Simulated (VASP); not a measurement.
# Ir (R-3m) in VASP: a series of runs

The runs below take Ir through single point, with r2SCAN.

Program: VASP 6.6.1. These are calculated values, not measurements. Logs are shortened: lines on timing, memory, paths and dates and some standing lists are left out, and cuts for length are marked.

## 1. The cell of the first run

It takes space group R-3m (No. 166, trigonal). The conventional cell has a = 2.726 Å, b = 2.726 Å, c = 19.911 Å, α = 90.00°, β = 90.00°, γ = 120.00°. Within 3.6 Å of Ir (site symmetry -3m) lie 12 Ir at 2.70 to 2.73 Å. Ir (site symmetry 3m) has 12 Ir at 2.70 to 2.74 Å within 3.6 Å.

## 2. Single point, r2SCAN

The input, POSCAR:

```
Ir
1.0
    1.3629444711      0.7868963573      6.6371022029
   -1.3629444711      0.7868963573      6.6371022029
    0.0000000000     -1.5737927145      6.6371022029
Ir
3
Direct
    0.0000000000      0.0000000000      0.0000000000
    0.2229199240      0.2229199240      0.2229199240
    0.7770800760      0.7770800760      0.7770800760
```

The input, INCAR.step1:

```
PREC     = Accurate       # precision mode
ENCUT    = 520            # plane-wave cutoff, eV
ISMEAR   = 0              # smearing method
SIGMA    = 0.1            # smearing width, eV
LREAL    = F              # projectors in reciprocal space
LASPH    = T              # aspherical terms in the spheres
NELM     = 80             # most SCF steps
NBANDS   = 20             # bands
GGA      = PE             # functional
ALGO     = Normal         # electronic algorithm
EDIFF    = 1E-4           # SCF threshold, eV
LWAVE    = T              # write WAVECAR
LCHARG   = F              # write CHGCAR
```

The input, INCAR.step2:

```
PREC     = Accurate       # precision mode
ENCUT    = 520            # plane-wave cutoff, eV
EDIFF    = 1E-7           # SCF threshold, eV
ISMEAR   = 0              # smearing method
SIGMA    = 0.1            # smearing width, eV
LREAL    = F              # projectors in reciprocal space
LASPH    = T              # aspherical terms in the spheres
NELM     = 80             # most SCF steps
ALGO     = Normal         # electronic algorithm
ISIF     = 2              # what is computed and relaxed
LWAVE    = F              # write WAVECAR
LCHARG   = T              # write CHGCAR
METAGGA  = R2SCAN         # meta-GGA
LMIXTAU  = T            
LELF     = T              # ELF
LVHAR    = T            
NBANDS   = 20             # bands
ISTART   = 1
```

The input, KPOINTS:

```
regular mesh
0
Gamma
  9 9 9
```

Potentials or basis: VASP PAW PBE potentials, release 64 (Ir).

The run is started by

```
$ cat potpaw_PBE.64/Ir/POTCAR > POTCAR
$ cp INCAR.step1 INCAR
$ mpirun -np 1 vasp_std > vasp.out
$ cp INCAR.step2 INCAR
$ mpirun -np 1 vasp_std > vasp.out
```

OUTCAR:

```text
PREC = Accurate
   ENCUT = 520
   EDIFF = 1E-7
   ISMEAR = 0
   LREAL = F
   LASPH = T
   NELM = 80
   ISIF = 2
   METAGGA = R2SCAN
   ISTART = 1

 ion  position               nearest neighbor table
   1  0.000  0.000  0.000-   3 2.70   2 2.70   3 2.70   3 2.70   2 2.70   2 2.70
   2  0.223  0.223  0.223-   1 2.70   1 2.70   1 2.70   3 2.74   3 2.74   3 2.74
   3  0.777  0.777  0.777-   1 2.70   1 2.70   1 2.70   2 2.74   2 2.74   2 2.74

  LATTYP: Found a trigonal (rhomboedric) cell.
 ALAT       =     6.8211398725
 COS(alpha) =     0.9201504616

  Lattice vectors:

 A1 = (   1.3629444711,   0.7868963573,   6.6371022029)
 A2 = (  -1.3629444711,   0.7868963573,   6.6371022029)
 A3 = (   0.0000000000,  -1.5737927145,   6.6371022029)

Analysis of symmetry for initial positions (statically):
=====================================================================
 Subroutine PRICEL returns:
 Original cell was already a primitive cell.

 Routine SETGRP: Setting up the symmetry group for a
 trigonal (rhombohedral) supercell.

 Subroutine GETGRP returns: Found 12 space group operations
 (whereof 12 operations were pure point group operations)
 out of a pool of 12 trial point group operations.

The static configuration has the point symmetry D_3d.

Analysis of symmetry for dynamics (positions and initial velocities):
=====================================================================
 Subroutine PRICEL returns:
 Original cell was already a primitive cell.

 Routine SETGRP: Setting up the symmetry group for a
 trigonal (rhombohedral) supercell.

 Subroutine GETGRP returns: Found 12 space group operations
 (whereof 12 operations were pure point group operations)
 out of a pool of 12 trial point group operations.

The dynamic configuration has the point symmetry D_3d.

 Subroutine INISYM returns: Found 12 space group operations
 (whereof 12 operations are pure point group operations),
 and found     1 'primitive' translations

----------------------------------------------------------------------------------------

                                     Primitive cell

  volume of cell :      42.7096

  direct lattice vectors                    reciprocal lattice vectors
     1.362944471  0.786896357  6.637102203     0.366852803  0.211802565  0.050222721
    -1.362944471  0.786896357  6.637102203    -0.366852803  0.211802565  0.050222721
     0.000000000 -1.573792714  6.637102203     0.000000000 -0.423605130  0.050222721

  length of vectors
     6.821139872  6.821139872  6.821139872     0.426571949  0.426571949  0.426571949

  position of ions in fractional coordinates (direct lattice)
     0.000000000  0.000000000  0.000000000
     0.222919924  0.222919924  0.222919924
     0.777080076  0.777080076  0.777080076

  ion indices of the primitive-cell ions
   primitive index   ion index
                 1           1
                 2           2
                 3           3

----------------------------------------------------------------------------------------

 KPOINTS: regular mesh

Automatic generation of k-mesh.
 Grid dimensions read from file:
 generate k-points for:    9    9    9

 Generating k-lattice:

  Cartesian coordinates                     Fractional coordinates (reciprocal lattice)
     0.040761423  0.023533618  0.005580302     0.111111111  0.000000000  0.000000000
    -0.040761423  0.023533618  0.005580302     0.000000000  0.111111111  0.000000000
     0.000000000 -0.047067237  0.005580302     0.000000000  0.000000000  0.111111111

  Length of vectors
     0.047396883  0.047396883  0.047396883

  Shift w.r.t. Gamma in fractional coordinates (k-lattice)
     0.000000000  0.000000000  0.000000000

 Subroutine IBZKPT returns following result:
 ===========================================

 Found     85 irreducible k-points:

 Following reciprocal coordinates:
            Coordinates               Weight
  0.000000  0.000000  0.000000      1.000000
  0.111111  0.000000 -0.000000      6.000000
  0.222222  0.000000  0.000000      6.000000
  0.333333  0.000000  0.000000      6.000000
  0.444444  0.000000  0.000000      6.000000
  0.111111  0.111111 -0.000000      6.000000
[... 16 lines left out ...]
 -0.333333  0.333333  0.000000      6.000000
  0.444444  0.444444  0.000000      6.000000
 [... further k-points ...]
   k-points           NKPTS =     85   k-points in BZ     NKDIM =     85   number of bands    NBANDS=     20
   number of dos      NEDOS =    301   number of ions     NIONS =      3
   total plane-waves  NPLWV = 157464
   dimension x,y,z NGX =    54 NGY =   54 NGZ =   54
   dimension x,y,z NGXF=   108 NGYF=  108 NGZF=  108
   ions per type =               3
   NGX,Y,Z   is equivalent  to a cutoff of  13.16, 13.16, 13.16 a.u.
   NGXF,Y,Z  is equivalent  to a cutoff of  26.32, 26.32, 26.32 a.u.
 SYSTEM =  unknown system
   PREC   = accura    normal or accurate (medium, high low for compatibility)
   ISTART =      1    job   : 0-new  1-cont  2-samecut
   ICHARG =      0    charge: 1-file 2-atom 10-const
   ISPIN  =      1    spin polarized calculation?
   LNONCOLLINEAR =      F non collinear calculations
   LSORBIT =      F    spin-orbit coupling
   LASPH  =      T    aspherical Exc in radial PAW
   ENCUT  =  520.0 eV  38.22 Ry    6.18 a.u.  12.68 12.68 12.68*2*pi/ulx,y,z
   NELM   =     80;   NELMIN=  2; NELMDL=  0     # of ELM steps
   EDIFF  = 0.1E-06   stopping-criterion for ELM
   LREAL  =      F    real-space projection
   EDIFFG = 0.1E-05   stopping-criterion for IOM
   NSW    =      0    number of steps for IOM
   IBRION =     -1    ionic relax: 0-MD 1-quasi-New 2-CG
   NFREE  =      0    steps in history (QN), initial steepest desc. (CG)
   ISIF   =      2    stress and relaxation
   ISYM   =      2    0-nonsym 1-usesym 2-fastsym
   POTIM  = 0.5000    time-step for ionic-motion
   TEBEG  =    0.0;   TEEND  =   0.0 temperature during run
   PSTRESS=    0.0 pullay stress
   NELECT =      27.0000    total number of electrons
   NUPDOWN=      -1.0000    fix difference up-down
   EMIN   =  10.00;   EMAX   =-10.00  energy-range for DOS
   EFERMI =   0.00;   METHOD = LEGACY
   ISMEAR =     0;   SIGMA  =   0.10  broadening in eV -4-tet -1-fermi 0-gaus
   EFERMI_NEDOS =   21; number of points for ismear=-14 and -15
   IALGO  =     38    algorithm
   IMIX   =      4    mixing-type and parameters
     AMIX     =   0.40;   BMIX     =  1.00
     AMIX_MAG =   1.60;   BMIX_MAG =  1.00
  volume/ion in A,a.u.               =      14.24        96.07
  Fermi-wavevector in a.u.,A,eV,Ry     =   1.405036  2.655134 26.859636  1.974128
  Thomas-Fermi vector in A             =   2.527538
   LORBIT       =      0    0 simple, 1 ext, 2 COOP (PROOUT), +10 PAW based schemes
   METAGGA = R2SCAN    functional components
   LHFCALC =     F    Hartree Fock is set to
   AEXX    =    0.0000 exact exchange contribution
   IVDW    =     0    specifies the selected vdW correction
   LEPSILON=     F    determine dielectric tensor
   LRPA    =     F    only Hartree local field effects (RPA)
 non-spin polarized calculation
 Gauss-broadening in eV      SIGMA  =   0.10
  energy-cutoff  :      520.00
  volume of cell :       42.71
 maximum number of plane-waves:      1162
 NGX is ok and might be reduce to    54
   NGX = 25   NGY = 25   NGZ = 25

 number of electron      27.0000000 magnetization

 Free energy of the ion-electron system (eV)
  ---------------------------------------------------
  ext. energy  EPLUGINS =         0.00000000
  ---------------------------------------------------
  free energy    TOTEN  =      -156.94901682 eV

  energy without entropy =     -156.93705399  energy(sigma->0) =     -156.94303540

 E-fermi :  10.0431     XC(G=0): -15.2932

 val. band max:       10.0385629689   @ k =   0.2222   0.0000   0.0000
 cond. band min:      10.0528579162   @ k =  -0.4444   0.2222   0.0000
 fundamental gap:      0.0142949473
 Fermi energy:        10.0430916522

 k-point     1 :       0.0000    0.0000    0.0000
  band No.  band energies     occupation
      1      -1.3972      2.00000
      2       1.6080      2.00000
      3       1.6278      2.00000
      4       5.9785      2.00000
      5       5.9785      2.00000
      6       6.1279      2.00000
[... 12 lines left out ...]
     19      21.9854      0.00000
     20      22.5550      0.00000

 k-point     2 :       0.1111    0.0000   -0.0000
  band No.  band energies     occupation
      1      -0.8956      2.00000
      2       2.0299      2.00000
      3       2.1510      2.00000
      4       5.3084      2.00000
      5       5.5279      2.00000
      6       5.7872      2.00000
[... 12 lines left out ...]
     19      21.8537      0.00000
     20      22.8324      0.00000

 k-point     3 :       0.2222    0.0000    0.0000
  band No.  band energies     occupation
      1       0.4136      2.00000
      2       2.8086      2.00000
      3       3.2405      2.00000
      4       4.1587      2.00000
      5       4.6428      2.00000
      6       5.2133      2.00000
[... 12 lines left out ...]
     19      21.6087      0.00000
     20      23.2309      0.00000

 k-point     4 :       0.3333    0.0000    0.0000
  band No.  band energies     occupation
      1       1.6985      2.00000
      2       2.6095      2.00000
      3       3.1855      2.00000
      4       3.5946      2.00000
      5       4.0031      2.00000
      6       5.6590      2.00000
[... 429 lines left out ...]
 k-point    23 :      -0.3333    0.3333    0.0000
  band No.  band energies     occupation
      1       3.3656      2.00000
      2       3.7612      2.00000
      3       3.7688      2.00000
      4       4.1569      2.00000
      5       4.4679      2.00000
      6       4.9122      2.00000
[... 12 lines left out ...]
     19      18.0040      0.00000
     20      18.6658      0.00000

 k-point    24 :       0.4444    0.4444    0.0000
  band No.  band energies     occupation
      1       1.8806      2.00000
      2       2.3636      2.00000
      3       2.6393      2.00000
      4       3.1377      2.00000
      5       4.6815      2.00000
      6       5.0129      2.00000
[... 12 lines left out ...]
     19      18.1824      0.00000
     20      18.4448      0.00000

 [... further k-points ...]

------------------------ aborting loop because EDIFF is reached ----------------------------------------

  FORCE on cell =-STRESS in cart. coord.  units (eV):
  Direction    XX          YY          ZZ          XY          YZ          ZX
  --------------------------------------------------------------------------------------
  -------------------------------------------------------------------------------------
  Total        0.6174790      0.6174790      0.6598388      0.0000000      0.0000000      0.0000000
  in kB       23.1636683     23.1636683     24.7527241      0.0000000      0.0000000      0.0000000
  external PRESSURE =      23.6933536 kB  Pullay stress =       0.0000000 kB

 VOLUME and BASIS-vectors are now :
 -----------------------------------------------------------------------------
  energy-cutoff  :      520.00
  volume of cell :       42.71
      direct lattice vectors                 reciprocal lattice vectors
     1.362944471  0.786896357  6.637102203     0.366852803  0.211802565  0.050222721
    -1.362944471  0.786896357  6.637102203    -0.366852803  0.211802565  0.050222721
     0.000000000 -1.573792714  6.637102203     0.000000000 -0.423605130  0.050222721

 POSITION                                       TOTAL-FORCE (eV/Angst)
 -----------------------------------------------------------------------------------
      0.00000      0.00000      0.00000         0.000000      0.000000      0.000000
      0.00000      0.00000      4.43863         0.000000     -0.000000     -0.014809
      0.00000      0.00000     15.47268         0.000000      0.000000      0.014809
 -----------------------------------------------------------------------------------
    total drift:                                0.000000     -0.000000      0.000000

  FREE ENERGIE OF THE ION-ELECTRON SYSTEM (eV)
  ---------------------------------------------------
  free  energy   TOTEN  =      -156.9490168168 eV

  energy  without entropy=     -156.9370539899  energy(sigma->0) =     -156.94303540
```

Run time: 24 min. Hardware: 1 thread of AMD EPYC 7R13 (Zen 3), shared host; peak memory 0.45 GiB.

What came out:

| Property | Result |
| --- | --- |
| Free energy | -156.9490 eV |
| Pressure | 2.4 GPa |
| Largest force | 0.015 eV/Å |
| Band gap on the k mesh | zero (an odd number of electrons rules out a gap without spin polarisation) |

Forces on the atoms (eV/Å):
```
Ir   0.000  0.000  0.000
Ir   0.000  0.000 -0.015
Ir   0.000  0.000  0.015
```

Stress tensor (GPa, compression positive):
```
2.32 0.00 0.00
0.00 2.32 0.00
0.00 0.00 2.48
```

Caveat: the PAW data sets were made with another functional, which shifts forces and pressure a little; spin-orbit coupling is left out, which moves the levels of the heavy elements.

## 3. Single point, r2SCAN

This run uses another cell than the first one, of 16.63 Å³/atom.

The input, POSCAR:

```
Ir
1.0
    1.4389505514      0.8307784882      6.9543577242
   -1.4389505514      0.8307784882      6.9543577242
    0.0000000000     -1.6615569764      6.9543577242
Ir
3
Direct
    0.0000000000      0.0000000000      0.0000000000
    0.2222200000      0.2222200000      0.2222200000
    0.7777800000      0.7777800000      0.7777800000
```

The input, INCAR.step1:

```
SYSTEM = Ir
ALGO = Normal
EDIFF = 1E-4
ENCUT = 520
GGA = PE
ISMEAR = 0
LASPH = .TRUE.
LCHARG = .FALSE.
LREAL = .FALSE.
LWAVE = .TRUE.
NBANDS = 20
NELM = 100
PREC = Accurate
SIGMA = 0.1
```

The input, INCAR.step2:

```
SYSTEM = Ir
ALGO = Normal
EDIFF = 1E-6
ENCUT = 520
ISIF = 2
ISMEAR = 0
ISTART = 1
LASPH = .TRUE.
LCHARG = .FALSE.
LMIXTAU = .TRUE.
LREAL = .FALSE.
LWAVE = .FALSE.
METAGGA = R2SCAN
NBANDS = 20
NELM = 100
PREC = Accurate
SIGMA = 0.1
```

The input, KPOINTS:

```
k-points
0
G
  9 9 9
  0 0 0
```

Potentials or basis: VASP PAW PBE potentials, release 64 (Ir).

The run is started by

```
$ cat potpaw_PBE.64/Ir/POTCAR > POTCAR
$ cp INCAR.step1 INCAR
$ mpirun -np 1 vasp_std > vasp.out
$ cp INCAR.step2 INCAR
$ mpirun -np 1 vasp_std > vasp.out
```

OUTCAR:

```text
SYSTEM = Ir
   EDIFF = 1E-6
   ENCUT = 520
   ISIF = 2
   ISMEAR = 0
   ISTART = 1
   LASPH = .TRUE.
   LREAL = .FALSE.
   METAGGA = R2SCAN
   NELM = 100
   PREC = Accurate

 ion  position               nearest neighbor table
   1  0.000  0.000  0.000-   3 2.85   2 2.85   3 2.85   3 2.85   2 2.85   2 2.85
   2  0.222  0.222  0.222-   3 2.85   3 2.85   3 2.85   1 2.85   1 2.85   1 2.85
   3  0.778  0.778  0.778-   2 2.85   2 2.85   2 2.85   1 2.85   1 2.85   1 2.85

  LATTYP: Found a trigonal (rhomboedric) cell.
 ALAT       =     7.1500953100
[... 747 lines left out ...]

  FORCE on cell =-STRESS in cart. coord.  units (eV):
  Direction    XX          YY          ZZ          XY          YZ          ZX
  --------------------------------------------------------------------------------------
  -------------------------------------------------------------------------------------
  Total      -11.9373598    -11.9373598    -11.5021867      0.0000000      0.0000000      0.0000000
  in kB     -383.4241620   -383.4241620   -369.4465410      0.0000000      0.0000000      0.0000000
  external PRESSURE =    -378.7649550 kB  Pullay stress =       0.0000000 kB

 VOLUME and BASIS-vectors are now :
 -----------------------------------------------------------------------------
  energy-cutoff  :      520.00
  volume of cell :       49.88
      direct lattice vectors                 reciprocal lattice vectors
     1.438950551  0.830778488  6.954357724     0.347475457  0.200615048  0.047931577
    -1.438950551  0.830778488  6.954357724    -0.347475457  0.200615048  0.047931577
     0.000000000 -1.661556976  6.954357724     0.000000000 -0.401230097  0.047931577

 POSITION                                       TOTAL-FORCE (eV/Angst)
 -----------------------------------------------------------------------------------
      0.00000      0.00000      0.00000         0.000000      0.000000     -0.000000
      0.00000      0.00000      4.63619        -0.000000      0.000000      0.251624
      0.00000      0.00000     16.22688        -0.000000     -0.000000     -0.251624
 -----------------------------------------------------------------------------------
    total drift:                                0.000000     -0.000000      0.000000

  FREE ENERGIE OF THE ION-ELECTRON SYSTEM (eV)
  ---------------------------------------------------
  free  energy   TOTEN  =      -155.9894970345 eV

  energy  without entropy=     -155.9725303678  energy(sigma->0) =     -155.98101370
```

It took 23 min on 1 thread of AMD EPYC 7R13 (Zen 3), shared host; peak memory 0.45 GiB.

What came out:

* Free energy: -155.9895 eV
* Pressure: -37.9 GPa
* Largest force: 0.252 eV/Å
* Band gap on the k mesh: zero (an odd number of electrons rules out a gap without spin polarisation)

Forces on the atoms (eV/Å):
```
Ir   0.000  0.000  0.000
Ir   0.000  0.000  0.252
Ir   0.000  0.000 -0.252
```

Levels at points of the mesh, in eV from the Fermi level:
```csv
k point,band 10,band 11,band 12,band 13,band 14,band 15,band 16,band 17,band 18,band 19
"(0.00, 0.00, 0.00)",-2.77,-2.70,-2.70,-1.58,-1.58,-0.19,-0.19,0.15,0.15,10.80
```

Caveat: the cell stands under tension; the PAW data sets were made with another functional, which shifts forces and pressure a little; spin-orbit coupling is left out, which moves the levels of the heavy elements.
